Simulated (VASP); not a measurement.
CdS (Hawleyite):

```xyz
2
Lattice="0.0000 2.9549 2.9549 2.9549 0.0000 2.9549 2.9549 2.9549 0.0000" Properties=species:S:1:pos:R:3 pbc="T T T"
Cd    0.0000    0.0000    0.0000
S     4.4323    4.4323    4.4323
```

Base run:

```yaml
Program: VASP 6.6.1
Functional: RPBE
Potentials_or_basis: VASP PAW PBE potentials, release 64 (Cd, S)
Cutoff: 520 eV
k_mesh: 8 × 8 × 8
Occupations: fermi-dirac, width 0.05 eV
Spin: no spin polarisation
```

Its results: band gap on the k mesh 1.25 eV, direct; pressure 2.9 GPa.

Task: The run is repeated on the same cell with these changes: functional from RPBE to LDA; potentials or basis from VASP PAW PBE potentials, release 64 (Cd, S) to VASP PAW LDA potentials, release 64 (Cd, S). What comes out?

Result: Band gap on the k mesh 0.81 eV, direct; pressure -4.1 GPa.

Caveats: the PAW data sets were made with another functional, which shifts forces and pressure a little (some runs).

